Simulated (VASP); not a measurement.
Here is a VASP 6.6.1 calculation.

INCAR

```
SYSTEM = MnH2O2
  PREC = Accurate
  ENCUT = 520
  EDIFF = 1E-7
  ISMEAR = -1
  SIGMA = 0.05
  LREAL = .FALSE.
  LASPH = .TRUE.
  NELM = 150
  ALGO = Normal
  ISIF = 2
  LWAVE = .FALSE.
  LCHARG = .TRUE.
  ISPIN = 2
  MAGMOM = 4 0 0 0 0
  LORBIT = 11
  LMAXMIX = 4
  GGA = PS
  LELF = .TRUE.
  LVHAR = .TRUE.
  NBANDS = 26
```

KPOINTS

```
Automatic mesh
0
G
  9 9 6
  0 0 0
```

POSCAR

```
MnH2O2
1.0
    3.2500000000      0.0000000000      0.0000000000
   -1.6250000000      2.8145825623      0.0000000000
    0.0000000000      0.0000000000      4.4800000000
Mn O H
1 2 2
Direct
    0.0000000000      0.0000000000      0.0000000000
    0.6666666667      0.3333333333      0.7740000000
    0.3333333333      0.6666666667      0.2260000000
    0.6666666667      0.3333333333      0.5540000000
    0.3333333333      0.6666666667      0.4460000000
```

Potentials or basis: VASP PAW PBE potentials, release 64 (Mn_pv, O, H).

Run with:

```bash
$ cat potpaw_PBE.64/Mn_pv/POTCAR potpaw_PBE.64/O/POTCAR potpaw_PBE.64/H/POTCAR > POTCAR
$ mpirun -np 1 vasp_std > vasp.out
```

(1) Estimate the largest force.

(2) Estimate the site moments.

(3) What does it give for the pressure?

(4) Predict the net moment.

## Answers

(1) 0.816 eV/Å.

(2) Mn +4.47; O +0.10; H +0.01 μB.

(3) 6.5 GPa.

(4) 5.00 μB per cell.

Caveat: the PAW data sets were made with another functional, which shifts forces and pressure a little; a cell with one magnetic atom can't hold antiferromagnetic order, which such compounds often take.
